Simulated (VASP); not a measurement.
Runs of VASP 6.6.1 on F. The structure is that of space group P6_3/mmc (No. 194), or close to it. The cells are those of the table. 

```tsv
cell	gap on the mesh (eV)	pressure (GPa)
a = 1.843, b = 1.843, c = 2.668 Å, angles 90.0, 90.0, 120.0°, 2 atoms	none	(a)
a = 2.022, b = 2.022, c = 2.768 Å, angles 90.0, 90.0, 120.0°, 2 atoms	none	234.1
a = 2.808, b = 2.808, c = 2.871 Å, angles 90.0, 90.0, 120.0°, 2 atoms	none	-0.9
a = 2.666, b = 2.666, c = 2.867 Å, angles 90.0, 90.0, 120.0°, 2 atoms	none	7.4
```

Alike in all rows: task single point; level PBEsol; potentials or basis VASP PAW PBE potentials, release 64 (F); no spin polarisation; k mesh 18 × 18 × 10; cutoff (eV) 520; smearing fermi-dirac 0.1 eV.

Problem. Estimate the missing entries.

Solution. (a) 526.3.

Caveats: the PAW data sets were made with another functional, which shifts forces and pressure a little; the cell stands under pressure (at least some runs).

A gap of «none» marks levels without a gap at the run's occupations.
